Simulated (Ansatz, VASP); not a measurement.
Two plane-wave programs on Re12F

```
Re F
1.0
     5.52000    0.00000    0.00000
    -4.14000    7.17069    0.00000
     0.00000    0.00000    4.45740
Re F
12 1
Direct
  0.99742 0.99920 0.98755
  0.16980 0.22612 0.49301
  0.00529 0.32919 0.96301
  0.20996 0.57669 0.50857
  0.00911 0.67861 0.97790
  0.15797 0.88515 0.49411
  0.49878 0.99774 0.98788
  0.62905 0.17818 0.50788
  0.48530 0.32756 0.96947
  0.64819 0.57421 0.51464
  0.50394 0.67281 0.99089
  0.68154 0.89601 0.49522
  0.82180 0.43359 0.36001
```

Alike in both runs: functional PBEsol; k mesh 3 × 2 × 3; occupations fermi-dirac, width 0.15 eV; no spin polarisation.

Ansatz relaxed the structure, and its values are those at the end. VASP's run is a single point on that final structure, the one shown.

|  | VASP | Ansatz |
| --- | --- | --- |
| version | VASP 6.6.1 | Ansatz 0.2.0 |
| potentials or method | VASP PAW PBE potentials, release 64 (Re, F), cutoff 520 eV | scalar-relativistic, plane waves, PAW |
| valence electrons in the cell | 91 | 187 |

```csv
,VASP,Ansatz,Ansatz less VASP
rms of the force components (eV/Å),0.121,0.021,-0.1000
```

VASP's potentials were made for PBE, not for PBEsol. One of these differences is far larger than is usual between the two programs; its cause wasn't traced. VASP's potentials hold 91 valence electrons a cell and Ansatz's 187, so a difference there can come from the potentials and not from the codes.

The k mesh is coarse, so the values compare programs but aren't converged. Neither program's run includes spin-orbit coupling.
